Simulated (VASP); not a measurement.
# C in VASP: a series of runs

Runs on C. Level: PBE. Tasks: single point.

Everything below comes from runs of VASP 6.6.1. Logs are shortened: lines on timing, memory, paths and dates and some standing lists are left out, and cuts for length are marked.

### 1 The cell of the first run

The cell holds a sheet with vacuum, 2 atoms: a = 2.456 Å, b = 2.456 Å, c = 15.000 Å, α = 90.00°, β = 90.00°, γ = 120.00°.

The cell was generated, and may not be a known phase.

### 2 Single point, PBE

INCAR

```
ALGO     = Normal         # electronic algorithm
DIPOL    = 0.5 0.5 0.500
EDIFF    = 1E-7           # SCF threshold, eV
ENCUT    = 520            # plane-wave cutoff, eV
GGA      = PE             # functional
IDIPOL   = 3            
ISIF     = 2              # what is computed and relaxed
ISMEAR   = 0              # smearing method
LASPH    = True           # aspherical terms in the spheres
LCHARG   = False          # write CHGCAR
LDIPOL   = True         
LREAL    = False          # projectors in reciprocal space
LWAVE    = False          # write WAVECAR
NBANDS   = 11             # bands
NELM     = 80             # most SCF steps
PREC     = Accurate       # precision mode
SIGMA    = 0.1            # smearing width, eV
```

KPOINTS

```
k-points
0
Gamma
  12 12 1
```

POSCAR

```
C
1.0
    2.4560530000      0.0000000000      0.0000000000
   -1.2280260000      2.1270040000      0.0000000000
    0.0000000000      0.0000000000     15.0000000000
C
2
Direct
    0.3333333300      0.6666666700      0.4982149200
    0.6666666700      0.3333333300      0.5017850800
```

Potentials or basis: VASP PAW PBE potentials, release 64 (C).

The run is started by

```
cat potpaw_PBE.64/C/POTCAR > POTCAR
mpirun -np 1 vasp_std > vasp.out
```

OUTCAR:

```text
EDIFF = 1E-7
   ENCUT = 520
   GGA = PE
   ISIF = 2
   ISMEAR = 0
   LASPH = True
   LREAL = False
   NELM = 80
   PREC = Accurate

 ion  position               nearest neighbor table
   1  0.333  0.667  0.498-   2 1.42   2 1.42   2 1.42
   2  0.667  0.333  0.502-   1 1.42   1 1.42   1 1.42

  LATTYP: Found a hexagonal cell.
 ALAT       =     2.4560530000
 C/A-ratio  =     6.1073600610

  Lattice vectors:

 A1 = (   2.4560530000,   0.0000000000,   0.0000000000)
 A2 = (  -1.2280260000,   2.1270040000,   0.0000000000)
 A3 = (   0.0000000000,   0.0000000000,  15.0000000000)

Analysis of symmetry for initial positions (statically):
=====================================================================
 Subroutine PRICEL returns:
 Original cell was already a primitive cell.

 Routine SETGRP: Setting up the symmetry group for a
 hexagonal supercell.

 Subroutine GETGRP returns: Found 12 space group operations
 (whereof 12 operations were pure point group operations)
 out of a pool of 24 trial point group operations.

The static configuration has the point symmetry D_3d.

Analysis of symmetry for dynamics (positions and initial velocities):
=====================================================================
 Subroutine PRICEL returns:
 Original cell was already a primitive cell.

 Routine SETGRP: Setting up the symmetry group for a
 hexagonal supercell.

 Subroutine GETGRP returns: Found 12 space group operations
 (whereof 12 operations were pure point group operations)
 out of a pool of 24 trial point group operations.

The dynamic configuration has the point symmetry D_3d.

 Subroutine INISYM returns: Found 12 space group operations
 (whereof 12 operations are pure point group operations),
 and found     1 'primitive' translations

----------------------------------------------------------------------------------------

                                     Primitive cell

  volume of cell :      78.3605

  direct lattice vectors                    reciprocal lattice vectors
     2.456053000  0.000000000  0.000000000     0.407157337  0.235072335  0.000000000
    -1.228026000  2.127004000  0.000000000     0.000000000  0.470144861  0.000000000
     0.000000000  0.000000000 15.000000000     0.000000000  0.000000000  0.066666667

  length of vectors
     2.456053000  2.456052498 15.000000000     0.470144765  0.470144861  0.066666667

  position of ions in fractional coordinates (direct lattice)
     0.333333330  0.666666670  0.498214920
     0.666666670  0.333333330  0.501785080

  ion indices of the primitive-cell ions
   primitive index   ion index
                 1           1
                 2           2

----------------------------------------------------------------------------------------

 KPOINTS: k-points

Automatic generation of k-mesh.
 Grid dimensions read from file:
 generate k-points for:   12   12    1

 Generating k-lattice:

  Cartesian coordinates                     Fractional coordinates (reciprocal lattice)
     0.033929778  0.019589361  0.000000000     0.083333333  0.000000000  0.000000000
     0.000000000  0.039178738  0.000000000     0.000000000  0.083333333  0.000000000
     0.000000000  0.000000000  0.066666667     0.000000000  0.000000000  1.000000000

  Length of vectors
     0.039178730  0.039178738  0.066666667

  Shift w.r.t. Gamma in fractional coordinates (k-lattice)
     0.000000000  0.000000000  0.000000000

 Subroutine IBZKPT returns following result:
 ===========================================

 Found     19 irreducible k-points:

 Following reciprocal coordinates:
            Coordinates               Weight
  0.000000  0.000000  0.000000      1.000000
  0.083333  0.000000  0.000000      6.000000
  0.166667 -0.000000  0.000000      6.000000
  0.250000  0.000000  0.000000      6.000000
  0.333333 -0.000000  0.000000      6.000000
  0.416667  0.000000  0.000000      6.000000
[... 11 lines left out ...]
  0.333333  0.250000  0.000000     12.000000
  0.333333  0.333333  0.000000      2.000000
   k-points           NKPTS =     19   k-points in BZ     NKDIM =     19   number of bands    NBANDS=     11
   number of dos      NEDOS =    301   number of ions     NIONS =      2
   total plane-waves  NPLWV =  36288
   dimension x,y,z NGX =    18 NGY =   18 NGZ =  112
   dimension x,y,z NGXF=    36 NGYF=   36 NGZF=  224
   ions per type =               2
   NGX,Y,Z   is equivalent  to a cutoff of  12.18, 12.18, 12.41 a.u.
   NGXF,Y,Z  is equivalent  to a cutoff of  24.37, 24.37, 24.83 a.u.
 SYSTEM =  unknown system
   PREC   = accura    normal or accurate (medium, high low for compatibility)
   ISTART =      0    job   : 0-new  1-cont  2-samecut
   ICHARG =      2    charge: 1-file 2-atom 10-const
   ISPIN  =      1    spin polarized calculation?
   LNONCOLLINEAR =      F non collinear calculations
   LSORBIT =      F    spin-orbit coupling
   LASPH  =      T    aspherical Exc in radial PAW
   ENCUT  =  520.0 eV  38.22 Ry    6.18 a.u.   4.57  4.57 27.89*2*pi/ulx,y,z
   NELM   =     80;   NELMIN=  2; NELMDL= -5     # of ELM steps
   EDIFF  = 0.1E-06   stopping-criterion for ELM
   LREAL  =      F    real-space projection
   EDIFFG = 0.1E-05   stopping-criterion for IOM
   NSW    =      0    number of steps for IOM
   IBRION =     -1    ionic relax: 0-MD 1-quasi-New 2-CG
   NFREE  =      0    steps in history (QN), initial steepest desc. (CG)
   ISIF   =      2    stress and relaxation
   ISYM   =      2    0-nonsym 1-usesym 2-fastsym
   POTIM  = 0.5000    time-step for ionic-motion
   TEBEG  =    0.0;   TEEND  =   0.0 temperature during run
   PSTRESS=    0.0 pullay stress
   NELECT =       8.0000    total number of electrons
   NUPDOWN=      -1.0000    fix difference up-down
   EMIN   =  10.00;   EMAX   =-10.00  energy-range for DOS
   EFERMI =   0.00;   METHOD = LEGACY
   ISMEAR =     0;   SIGMA  =   0.10  broadening in eV -4-tet -1-fermi 0-gaus
   EFERMI_NEDOS =   21; number of points for ismear=-14 and -15
   IALGO  =     38    algorithm
   IMIX   =      4    mixing-type and parameters
     AMIX     =   0.40;   BMIX     =  1.00
     AMIX_MAG =   1.60;   BMIX_MAG =  1.00
  volume/ion in A,a.u.               =      39.18       264.40
  Fermi-wavevector in a.u.,A,eV,Ry     =   0.765137  1.445899  7.965316  0.585434
  Thomas-Fermi vector in A             =   1.865191
   LORBIT       =      0    0 simple, 1 ext, 2 COOP (PROOUT), +10 PAW based schemes
   GGA     = PE    functional components
   LHFCALC =     F    Hartree Fock is set to
   AEXX    =    0.0000 exact exchange contribution
   IVDW    =     0    specifies the selected vdW correction
   LEPSILON=     F    determine dielectric tensor
   LRPA    =     F    only Hartree local field effects (RPA)
 non-spin polarized calculation
 Gauss-broadening in eV      SIGMA  =   0.10
  energy-cutoff  :      520.00
  volume of cell :       78.36
 maximum number of plane-waves:      2146
   NGX =  9   NGY =  9   NGZ = 55

 dipolmoment           0.000000      0.000000      0.000000 electrons x Angstroem

 number of electron       7.9999998 magnetization

 dipolmoment           0.000000      0.000000     -0.000000 electrons x Angstroem

 Free energy of the ion-electron system (eV)
  ---------------------------------------------------
  ext. energy  EPLUGINS =         0.00000000
  ---------------------------------------------------
  free energy    TOTEN  =       -18.41870772 eV

  energy without entropy =      -18.41714052  energy(sigma->0) =      -18.41792412

 E-fermi :  -2.2065     XC(G=0):  -2.8678

 val. band max:       -2.2065345319   @ k =   0.3333   0.3333   0.0000
 cond. band min:      -2.2065305023   @ k =   0.3333   0.3333   0.0000
 fundamental gap:      0.0000040296
 Fermi energy:        -2.2065325172

 k-point     1 :       0.0000    0.0000    0.0000
  band No.  band energies     occupation
      1     -21.8123      2.00000
      2      -9.8923      2.00000
      3      -5.2158      2.00000
      4      -5.2158      2.00000
      5       0.9998      0.00000
      6       1.9207      0.00000
      7       2.4799      0.00000
      8       4.3435      0.00000
      9       5.1009      0.00000
     10       6.1842      0.00000
     11       6.1842      0.00000

 k-point     2 :       0.0833    0.0000    0.0000
  band No.  band energies     occupation
      1     -21.6470      2.00000
      2      -9.6950      2.00000
      3      -5.8709      2.00000
      4      -5.5586      2.00000
      5       1.2235      0.00000
      6       2.1473      0.00000
      7       2.7082      0.00000
      8       4.5687      0.00000
      9       5.3153      0.00000
     10       6.2592      0.00000
     11       6.8858      0.00000

 k-point     3 :       0.1667   -0.0000    0.0000
  band No.  band energies     occupation
      1     -21.1529      2.00000
      2      -9.1093      2.00000
      3      -7.5190      2.00000
      4      -6.3604      2.00000
      5       1.8932      0.00000
      6       2.8254      0.00000
      7       3.3924      0.00000
      8       5.2408      0.00000
      9       5.8882      0.00000
     10       6.2801      0.00000
     11       7.2991      0.00000

 k-point     4 :       0.2500    0.0000    0.0000
  band No.  band energies     occupation
      1     -20.3357      2.00000
      2      -9.6389      2.00000
      3      -8.1459      2.00000
      4      -7.2495      2.00000
      5       2.9922      0.00000
      6       3.9360      0.00000
      7       4.5041      0.00000
      8       5.1249      0.00000
      9       5.9593      0.00000
     10       6.3841      0.00000
     11       7.1985      0.00000

 k-point     5 :       0.3333   -0.0000    0.0000
  band No.  band energies     occupation
      1     -19.2075      2.00000
      2     -11.8572      2.00000
      3      -7.9900      2.00000
      4      -6.8698      2.00000
      5       2.6846      0.00000
      6       4.6221      0.00000
      7       5.5428      0.00000
      8       5.6320      0.00000
      9       6.1623      0.00000
     10       7.9311      0.00000
     11       8.7369      0.00000
[... 141 lines left out ...]
 k-point    16 :       0.4167    0.1667    0.0000
  band No.  band energies     occupation
      1     -16.0909      2.00000
      2     -15.0969      2.00000
      3     -10.4621      2.00000
      4      -3.9803      2.00000
      5      -0.7569      0.00000
      6       7.8582      0.00000
      7       9.3464      0.00000
      8       9.5909      0.00000
      9       9.6999      0.00000
     10      10.7439      0.00000
     11      11.3576      0.00000

 k-point    17 :       0.2500    0.2500    0.0000
  band No.  band energies     occupation
      1     -17.4939      2.00000
      2     -12.7494      2.00000
      3     -11.1996      2.00000
      4      -4.9669      2.00000
      5       0.6200      0.00000
      6       7.0380      0.00000
      7       7.7471      0.00000
      8       8.6551      0.00000
      9       9.7565      0.00000
     10      10.1302      0.00000
     11      10.5937      0.00000

 k-point    18 :       0.3333    0.2500    0.0000
  band No.  band energies     occupation
      1     -16.0566      2.00000
      2     -14.1862      2.00000
      3     -11.9118      2.00000
      4      -3.5704      2.00000
      5      -0.9047      0.00000
      6       8.6679      0.00000
      7       9.1516      0.00000
      8      10.1402      0.00000
      9      10.8286      0.00000
     10      10.9057      0.00000
     11      11.1877      0.00000

 k-point    19 :       0.3333    0.3333    0.0000
  band No.  band energies     occupation
      1     -14.8256      2.00000
      2     -14.8256      2.00000
      3     -12.8273      2.00000
      4      -2.2065      1.00002
      5      -2.2065      0.99998
      6       8.3959      0.00000
      7      10.7771      0.00000
      8      10.7771      0.00000
      9      11.3416      0.00000
     10      12.7826      0.00000
     11      12.8640      0.00000

------------------------ aborting loop because EDIFF is reached ----------------------------------------

 vacuum level on the upper side and lower side of the slab       (xc-potential included)        -0.078        -0.078

  FORCE on cell =-STRESS in cart. coord.  units (eV):
  Direction    XX          YY          ZZ          XY          YZ          ZX
  --------------------------------------------------------------------------------------
  -------------------------------------------------------------------------------------
  Total        0.6647849      0.6647848     -0.0588103      0.0000002     -0.0000000     -0.0000000
  in kB       13.5923470     13.5923433     -1.2024485      0.0000032     -0.0000000     -0.0000000
  external PRESSURE =       8.6607473 kB  Pullay stress =       0.0000000 kB

 VOLUME and BASIS-vectors are now :
 -----------------------------------------------------------------------------
  energy-cutoff  :      520.00
  volume of cell :       78.36
      direct lattice vectors                 reciprocal lattice vectors
     2.456053000  0.000000000  0.000000000     0.407157337  0.235072335  0.000000000
    -1.228026000  2.127004000  0.000000000     0.000000000  0.470144861  0.000000000
     0.000000000  0.000000000 15.000000000     0.000000000  0.000000000  0.066666667

 POSITION                                       TOTAL-FORCE (eV/Angst)
 -----------------------------------------------------------------------------------
      0.00000      1.41800      7.47322         0.000000     -0.000000      0.895211
      1.22803      0.70900      7.52678        -0.000000      0.000000     -0.895211
 -----------------------------------------------------------------------------------
    total drift:                                0.000000     -0.000000      0.000000

  FREE ENERGIE OF THE ION-ELECTRON SYSTEM (eV)
  ---------------------------------------------------
  free  energy   TOTEN  =       -18.4187077174 eV

  energy  without entropy=      -18.4171405241  energy(sigma->0) =      -18.41792412

 vacuum level on the upper side and lower side of the slab         1.949         1.949
```

Run time: 11 s. Hardware: 1 thread of Intel Xeon 6975P-C (Granite Rapids), shared host; peak memory 0.17 GiB.

What came out:

```
Free energy            : -18.4187 eV
Largest force          : 0.895 eV/Å
Band gap on the k mesh : zero (filled and empty bands touch)
```

Forces in eV/Å, atoms in the order of the input:
```
C    0.000  0.000  0.895
C    0.000  0.000 -0.895
```

[end of part 1 of 2]
